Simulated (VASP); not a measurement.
A run of VASP 6.6.1:

File INCAR:

```
SYSTEM = C19O
PREC = Accurate
ENCUT = 520
EDIFF = 1E-7
ISMEAR = 0
SIGMA = 0.02
LREAL = Auto
LASPH = .True.
NELM = 80
ALGO = Normal
ISIF = 2
LWAVE = .False.
LCHARG = .False.
GGA = PE
NBANDS = 57
```

KPOINTS

```
regular mesh
0
Gamma
  2 2 1
  0 0 0
```

The input POSCAR:

```
C19O
1.0
    7.3980000000      0.0000000000      0.0000000000
   -3.6990000000      6.4068560000      0.0000000000
    0.0000000000      0.0000000000     13.0000000000
C O
19 1
Direct
   -0.0057015461     -0.0087969825      0.0590953077
    0.2152184292      0.1016642172      0.0590969231
   -0.0077126556      0.3245941535      0.0590285385
    0.2172086073      0.4370460332      0.0590533077
   -0.0056542205      0.6599072931      0.0590840769
    0.2151539570      0.7703249457      0.0590902308
    0.3256201891     -0.0087390758      0.0591019231
    0.5505846965      0.1037408988      0.0590901538
    0.3276860333      0.3266180791      0.0590778462
    0.5484848802      0.4369973354      0.0590862308
    0.3276212196      0.6578323284      0.0590741538
    0.5485493714      0.7683177209      0.0590961538
    0.6610430069     -0.0067131211      0.0590890769
    0.8818356841      0.1036981321      0.0590669231
    0.6609865649      0.3245332812      0.0590683077
    0.8818928509      0.4349646691      0.0590354615
    0.6589455683      0.6579141158      0.0590985385
    0.8839058966      0.7703962755      0.0591004615
    0.1253048336      0.6033041791      0.3427313846
    0.1884280676      0.7430713286      0.3962712308
```

Potentials or basis: VASP PAW PBE potentials, release 64 (C, O).

Command:

```console
$ cat potpaw_PBE.64/C/POTCAR potpaw_PBE.64/O/POTCAR > POTCAR
$ mpirun -np 1 vasp_std > vasp.out
```

Hardware: 1 thread of Oxide Virtual Turin-like Processor (shared host).

Estimate the wall time of this run.

Run time: 9.3 min on 1 thread of Oxide Virtual Turin-like Processor, with other jobs on the host, peak memory 0.59 GiB. Counts: scf iterations 25, k points 4.
